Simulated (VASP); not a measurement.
# In3GaP4 (Cmmm) in VASP: relaxation of cell and atoms with PBE

Aim: the relaxation of cell and atoms of In3GaP4 with PBE.

Everything below comes from runs of VASP 6.6.1. Logs are shortened: lines on timing, memory, paths and dates and some standing lists are left out, and cuts for length are marked.

## Step 1: The cell of the first run

The structure is orthorhombic, space group Cmmm (No. 65). Conventional cell: a = 7.705 Å, b = 10.808 Å, c = 3.892 Å, α = 90.00°, β = 90.00°, γ = 90.00°. Within 3.6 Å of In (site symmetry 2/m) lie 6 P at 2.70 to 2.74 Å. In (site symmetry mmm) has 6 P at 2.79 to 2.82 Å and 10 In at 3.85 to 3.89 Å and 2 Ga at 3.85 Å within 3.9 Å. Ga (site symmetry mmm) has 6 P at 2.61 to 2.66 Å within 3.4 Å. P (site symmetry 2mm) has 2 Ga at 2.66 Å and 4 In at 2.70 to 2.82 Å and 12 P at 3.61 to 4.09 Å within 4.1 Å. Within 3.4 Å of P (site symmetry m2m) lie 1 Ga at 2.61 Å and 5 In at 2.74 to 2.79 Å.

## Step 2: Relaxation of cell and atoms, PBE

INCAR reads:

```
ALGO = Fast
EDIFF = 1E-6
EDIFFG = -0.01
ENCUT = 600
GGA = PE
IBRION = 2
ISIF = 3
ISMEAR = 0
LASPH = T
LCHARG = F
LREAL = F
LWAVE = F
NELM = 80
NSW = 100
PREC = Accurate
SIGMA = 0.1
```

KPOINTS reads:

```
k-points
0
Gamma
  6 6 10
```

POSCAR reads:

```
In3GaP4
1.0
    3.8524809533     -5.4042080509      0.0000000000
    3.8524809533      5.4042080509      0.0000000000
    0.0000000000      0.0000000000      3.8920300607
In Ga P
3 1 4
Direct
    0.0000000000      0.5000000000      0.0000000000
    0.0000000000      0.0000000000      0.5000000000
    0.5000000000      0.0000000000      0.0000000000
    0.5000000000      0.5000000000      0.5000000000
    0.7345047260      0.7345047260      0.0000000000
    0.7415949980      0.2584050020      0.5000000000
    0.2584050020      0.7415949980      0.5000000000
    0.2654952740      0.2654952740      0.0000000000
```

Potentials or basis: VASP PAW PBE potentials, release 64 (In_d, Ga_d, P).

Started as:

```
> cat potpaw_PBE.64/In_d/POTCAR potpaw_PBE.64/Ga_d/POTCAR potpaw_PBE.64/P/POTCAR > POTCAR
> mpirun -np 1 vasp_std > vasp.out
```

OUTCAR:

```text
EDIFF = 1E-6
   EDIFFG = -0.01
   ENCUT = 600
   GGA = PE
   IBRION = 2
   ISIF = 3
   ISMEAR = 0
   LASPH = T
   LREAL = F
   NELM = 80
   NSW = 100
   PREC = Accurate

 ion  position               nearest neighbor table
   1  0.000  0.500  0.000-   5 2.70   8 2.70   7 2.74   6 2.74   6 2.74   7 2.74   2 3.85   2 3.85
                             2 3.85   2 3.85   3 3.85   3 3.85
   2  0.000  0.000  0.500-   6 2.79   7 2.79   5 2.82   8 2.82   5 2.82   8 2.82   1 3.85   3 3.85
                             1 3.85   3 3.85   1 3.85   1 3.85   3 3.85   3 3.85
   3  0.500  0.000  0.000-   5 2.70   8 2.70   7 2.74   6 2.74   6 2.74   7 2.74   2 3.85   2 3.85
                             2 3.85   2 3.85   1 3.85   1 3.85
   4  0.500  0.500  0.500-   6 2.61   7 2.61   5 2.66   8 2.66   5 2.66   8 2.66
   5  0.735  0.735  0.000-   4 2.66   4 2.66   1 2.70   3 2.70   2 2.82   2 2.82
   6  0.742  0.258  0.500-   4 2.61   3 2.74   1 2.74   1 2.74   3 2.74   2 2.79
   7  0.258  0.742  0.500-   4 2.61   3 2.74   1 2.74   1 2.74   3 2.74   2 2.79
   8  0.265  0.265  0.000-   4 2.66   4 2.66   1 2.70   3 2.70   2 2.82   2 2.82

  LATTYP: Found a base centered orthorhombic cell.
 ALAT       =     7.7049619066
 B/A-ratio  =     1.4027864424
 C/A-ratio  =     0.5051329400

  Lattice vectors:

 A1 = (   3.8524809533,  -5.4042080509,   0.0000000000)
 A2 = (   3.8524809533,   5.4042080509,   0.0000000000)
 A3 = (   0.0000000000,   0.0000000000,   3.8920300607)

Analysis of symmetry for initial positions (statically):
=====================================================================
 Subroutine PRICEL returns:
 Original cell was already a primitive cell.

 Routine SETGRP: Setting up the symmetry group for a
 base centered orthorhombic supercell.

 Subroutine GETGRP returns: Found  8 space group operations
 (whereof  8 operations were pure point group operations)
 out of a pool of  8 trial point group operations.

The static configuration has the point symmetry D_2h.

Analysis of symmetry for dynamics (positions and initial velocities):
=====================================================================
 Subroutine PRICEL returns:
 Original cell was already a primitive cell.

 Routine SETGRP: Setting up the symmetry group for a
 base centered orthorhombic supercell.

 Subroutine GETGRP returns: Found  8 space group operations
 (whereof  8 operations were pure point group operations)
 out of a pool of  8 trial point group operations.

The dynamic configuration has the point symmetry D_2h.

 Subroutine INISYM returns: Found  8 space group operations
 (whereof  8 operations are pure point group operations),
 and found     1 'primitive' translations

----------------------------------------------------------------------------------------

                                     Primitive cell

  volume of cell :     162.0611

  direct lattice vectors                    reciprocal lattice vectors
     3.852480953 -5.404208051  0.000000000     0.129786495 -0.092520494  0.000000000
     3.852480953  5.404208051  0.000000000     0.129786495  0.092520494  0.000000000
     0.000000000  0.000000000  3.892030061     0.000000000  0.000000000  0.256935323

  length of vectors
     6.636796980  6.636796980  3.892030061     0.159388131  0.159388131  0.256935323

  position of ions in fractional coordinates (direct lattice)
     0.000000000  0.500000000  0.000000000
     0.000000000  0.000000000  0.500000000
     0.500000000  0.000000000  0.000000000
     0.500000000  0.500000000  0.500000000
     0.734504726  0.734504726  0.000000000
     0.741594998  0.258405002  0.500000000
     0.258405002  0.741594998  0.500000000
     0.265495274  0.265495274  0.000000000

  ion indices of the primitive-cell ions
   primitive index   ion index
                 1           1
                 2           2
                 3           3
                 4           4
                 5           5
                 6           6
                 7           7
                 8           8

----------------------------------------------------------------------------------------

 KPOINTS: k-points

Automatic generation of k-mesh.
 Grid dimensions read from file:
 generate k-points for:    6    6   10

 Generating k-lattice:

  Cartesian coordinates                     Fractional coordinates (reciprocal lattice)
     0.021631083 -0.015420082  0.000000000     0.166666667 -0.000000000  0.000000000
     0.021631083  0.015420082  0.000000000    -0.000000000  0.166666667  0.000000000
     0.000000000  0.000000000  0.025693532     0.000000000  0.000000000  0.100000000

  Length of vectors
     0.026564688  0.026564688  0.025693532

  Shift w.r.t. Gamma in fractional coordinates (k-lattice)
     0.000000000  0.000000000  0.000000000

 Subroutine IBZKPT returns following result:
 ===========================================

 Found     78 irreducible k-points:

 Following reciprocal coordinates:
            Coordinates               Weight
  0.000000  0.000000  0.000000      1.000000
  0.166667 -0.000000  0.000000      4.000000
  0.333333  0.000000  0.000000      4.000000
  0.500000 -0.000000  0.000000      2.000000
  0.166667  0.166667  0.000000      2.000000
  0.333333  0.166667  0.000000      4.000000
[... 16 lines left out ...]
  0.333333  0.333333  0.100000      4.000000
  0.500000  0.333333  0.100000      8.000000
 [... further k-points ...]
   k-points           NKPTS =     78   k-points in BZ     NKDIM =     78   number of bands    NBANDS=     43
   number of dos      NEDOS =    301   number of ions     NIONS =      8
   total plane-waves  NPLWV =  93312
   dimension x,y,z NGX =    54 NGY =   54 NGZ =   32
   dimension x,y,z NGXF=   108 NGYF=  108 NGZF=   64
   ions per type =               3   1   4
   NGX,Y,Z   is equivalent  to a cutoff of  13.53, 13.53, 13.67 a.u.
   NGXF,Y,Z  is equivalent  to a cutoff of  27.05, 27.05, 27.34 a.u.
 SYSTEM =  unknown system
   PREC   = accura    normal or accurate (medium, high low for compatibility)
   ISTART =      0    job   : 0-new  1-cont  2-samecut
   ICHARG =      2    charge: 1-file 2-atom 10-const
   ISPIN  =      1    spin polarized calculation?
   LNONCOLLINEAR =      F non collinear calculations
   LSORBIT =      F    spin-orbit coupling
   LASPH  =      T    aspherical Exc in radial PAW
   ENCUT  =  600.0 eV  44.10 Ry    6.64 a.u.  13.26 13.26  7.77*2*pi/ulx,y,z
   NELM   =     80;   NELMIN=  2; NELMDL= -5     # of ELM steps
   EDIFF  = 0.1E-05   stopping-criterion for ELM
   LREAL  =      F    real-space projection
   EDIFFG = -.1E-01   stopping-criterion for IOM
   NSW    =    100    number of steps for IOM
   IBRION =      2    ionic relax: 0-MD 1-quasi-New 2-CG
   NFREE  =      1    steps in history (QN), initial steepest desc. (CG)
   ISIF   =      3    stress and relaxation
   ISYM   =      2    0-nonsym 1-usesym 2-fastsym
   POTIM  = 0.5000    time-step for ionic-motion
   TEBEG  =    0.0;   TEEND  =   0.0 temperature during run
   PSTRESS=    0.0 pullay stress
   NELECT =      72.0000    total number of electrons
   NUPDOWN=      -1.0000    fix difference up-down
   EMIN   =  10.00;   EMAX   =-10.00  energy-range for DOS
   EFERMI =   0.00;   METHOD = LEGACY
   ISMEAR =     0;   SIGMA  =   0.10  broadening in eV -4-tet -1-fermi 0-gaus
   EFERMI_NEDOS =   21; number of points for ismear=-14 and -15
   IALGO  =     68    algorithm
   IMIX   =      4    mixing-type and parameters
     AMIX     =   0.40;   BMIX     =  1.00
     AMIX_MAG =   1.60;   BMIX_MAG =  1.00
  volume/ion in A,a.u.               =      20.26       136.71
  Fermi-wavevector in a.u.,A,eV,Ry     =   1.249183  2.360614 21.231324  1.560458
  Thomas-Fermi vector in A             =   2.383235
   LORBIT       =      0    0 simple, 1 ext, 2 COOP (PROOUT), +10 PAW based schemes
   GGA     = PE    functional components
   LHFCALC =     F    Hartree Fock is set to
   AEXX    =    0.0000 exact exchange contribution
   IVDW    =     0    specifies the selected vdW correction
   LEPSILON=     F    determine dielectric tensor
   LRPA    =     F    only Hartree local field effects (RPA)
 conjugate gradient relaxation of ions
 non-spin polarized calculation
 RMM-DIIS sequential band-by-band and
 Gauss-broadening in eV      SIGMA  =   0.10
  energy-cutoff  :      600.00
  volume of cell :      162.06
 maximum number of plane-waves:      5449
 NGX is ok and might be reduce to    54
   NGX = 27   NGY = 27   NGZ = 15

--------------------------------------- Ionic step        1  -------------------------------------------

 number of electron      71.9999972 magnetization

 Free energy of the ion-electron system (eV)
  ---------------------------------------------------
  ext. energy  EPLUGINS =         0.00000000
  ---------------------------------------------------
  free energy    TOTEN  =       -31.92262088 eV

  energy without entropy =      -31.90163209  energy(sigma->0) =      -31.91212648

------------------------ aborting loop because EDIFF is reached ----------------------------------------

  FORCE on cell =-STRESS in cart. coord.  units (eV):
  Direction    XX          YY          ZZ          XY          YZ          ZX
  --------------------------------------------------------------------------------------
  -------------------------------------------------------------------------------------
  Total       -0.1040914      0.9987379     -0.9362382      0.0000000      0.0000000      0.0000000
  in kB       -1.0290746      9.8737782     -9.2558903      0.0000000      0.0000000      0.0000000
  external PRESSURE =      -0.1370622 kB  Pullay stress =       0.0000000 kB
[... 153 lines left out ...]
  energy  without entropy=      -31.9133495998  energy(sigma->0) =      -31.92305693

--------------------------------------- Ionic step        5  -------------------------------------------

 number of electron      71.9999993 magnetization

 Free energy of the ion-electron system (eV)
  ---------------------------------------------------
  ext. energy  EPLUGINS =         0.00000000
  ---------------------------------------------------
  free energy    TOTEN  =       -31.93295030 eV

  energy without entropy =      -31.91363323  energy(sigma->0) =      -31.92329176

 E-fermi :   6.9173     XC(G=0): -10.5180

 val. band max:        6.9059160306   @ k =   0.1667   0.1667   0.0000
 cond. band min:       6.9285748986   @ k =   0.3333   0.0000   0.0000
 fundamental gap:      0.0226588681
 Fermi energy:         6.9172914312

 k-point     1 :       0.0000    0.0000    0.0000
  band No.  band energies     occupation
      1      -7.7715      2.00000
      2      -7.6826      2.00000
      3      -7.6543      2.00000
      4      -7.6440      2.00000
      5      -7.6323      2.00000
      6      -7.5763      2.00000
[... 1093 lines left out ...]
     42      11.2456      0.00000
     43      11.6718      0.00000

 [... further k-points ...]
[... 5 lines left out ...]
  --------------------------------------------------------------------------------------
  -------------------------------------------------------------------------------------
  Total        0.0771002     -0.0120180      0.0238807      0.0000000      0.0000000      0.0000000
  in kB        0.7630969     -0.1189479      0.2363590      0.0000000      0.0000000      0.0000000
  external PRESSURE =       0.2935027 kB  Pullay stress =       0.0000000 kB
[... 23 lines left out ...]
  FREE ENERGIE OF THE ION-ELECTRON SYSTEM (eV)
  ---------------------------------------------------
  free  energy   TOTEN  =       -31.9329503005 eV

  energy  without entropy=      -31.9136332269  energy(sigma->0) =      -31.92329176

 reached required accuracy - stopping structural energy minimisation
```

It took 42 min on 1 thread of Oxide Virtual Turin-like, shared host; peak memory 0.69 GiB.

Results:

```
Free energy                           : -31.9330 eV
Relaxed volume                        : 20.23 Å³/atom
Relaxed cell                          : a = 6.681 Å, b = 6.681 Å, c = 3.845 Å, α = 90.00°, β = 90.00°, γ = 109.40°
Space group after relaxing (to 0.1 Å) : Cmmm (No. 65)
Energy gained by relaxing             : 1.3 meV/atom
Ionic steps                           : 5
Pressure after relaxing               : 0.0 GPa
Largest force after relaxing          : 0.005 eV/Å
Band gap on the k mesh                : zero (bands 36 and 37 overlap by 1.00 eV)
```

Forces in eV/Å, atoms in the order of the input:
```
In   0.000  0.000  0.000
In   0.000  0.000  0.000
In   0.000  0.000  0.000
Ga   0.000  0.000  0.000
P    0.005  0.000  0.000
P    0.000  0.001  0.000
P    0.000 -0.001  0.000
P   -0.005  0.000  0.000
```

The path:
| step | energy change (eV) | largest force (eV/Å) | pressure (GPa) | volume (Å³) |
| --- | --- | --- | --- | --- |
| 1 | 0.0000 | 0.0220 | -0.01 | 162.06 |
| 2 | -0.0080 | 0.0153 | -0.03 | 162.01 |
| 3 | -0.0094 | 0.0103 | -0.02 | 161.98 |
| 4 | -0.0101 | 0.0071 | 0.01 | 161.92 |
| 5 | -0.0103 | 0.0053 | 0.03 | 161.88 |

Final structure:
```xyz
8
Lattice="3.8604 -5.4524 0.0000 3.8604 5.4524 0.0000 0.0000 0.0000 3.8454" Properties=species:S:1:pos:R:3 pbc="T T T"
In    1.9302    2.7262    0.0000
In    0.0000    0.0000    1.9227
In    1.9302   -2.7262    0.0000
Ga    3.8604    0.0000    1.9227
P     5.6737    0.0000    0.0000
P     3.8604   -2.6328    1.9227
P     3.8604    2.6328    1.9227
P     2.0470    0.0000    0.0000
```

Caveat: spin-orbit coupling is left out, which moves the levels of the heavy elements.

The gap in the log of VASP goes by the Fermi energy; the results here count the filled bands.